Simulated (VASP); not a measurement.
Set up this calculation in VASP 6.6.1, as the native input.

```
Task                   : single point
Functional             : PBE
Potentials or basis    : VASP PAW PBE potentials, release 64 (Zr_sv, B)
Cutoff                 : 520 eV
k mesh                 : 9 × 9 × 9
Occupations            : fermi-dirac, width 0.1 eV
Spin                   : no spin polarisation
Dipole correction      : no
Further INCAR settings : ALGO = Normal; EDIFF = 1e-07; NBANDS = 14
```

The structure of ZrB lies in POSCAR:

```
ZrB
1.0
    0.0000000000      2.3701499640      2.3701499640
    2.3701499640      0.0000000000      2.3701499640
    2.3701499640      2.3701499640      0.0000000000
Zr B
1 1
Direct
    0.0000000000      0.0000000000      0.0000000000
    0.5000000000      0.5000000000      0.5000000000
```

These files were run (other wordings do the same):

INCAR

```
PREC = Accurate ; ENCUT = 520
EDIFF = 1E-7 ; ISMEAR = -1
SIGMA = 0.1 ; LREAL = False
LASPH = True ; NELM = 80
ALGO = Normal ; ISIF = 2
LWAVE = False ; LCHARG = False
GGA = PE ; NBANDS = 14
```

KPOINTS

```
regular mesh
0
Gamma
  9 9 9
```

Potentials or basis: VASP PAW PBE potentials, release 64 (Zr_sv, B).

Command:

```sh
$ cat potpaw_PBE.64/Zr_sv/POTCAR potpaw_PBE.64/B/POTCAR > POTCAR
$ mpirun -np 1 vasp_std > vasp.out
```

Results of the run:

```json
{
  "Pressure": "20.1 GPa"
}
```

Wall time 7.4 s on 1 thread of Intel(R) Xeon(R) 6975P-C (Granite Rapids), on a shared host, peak memory 0.16 GiB.
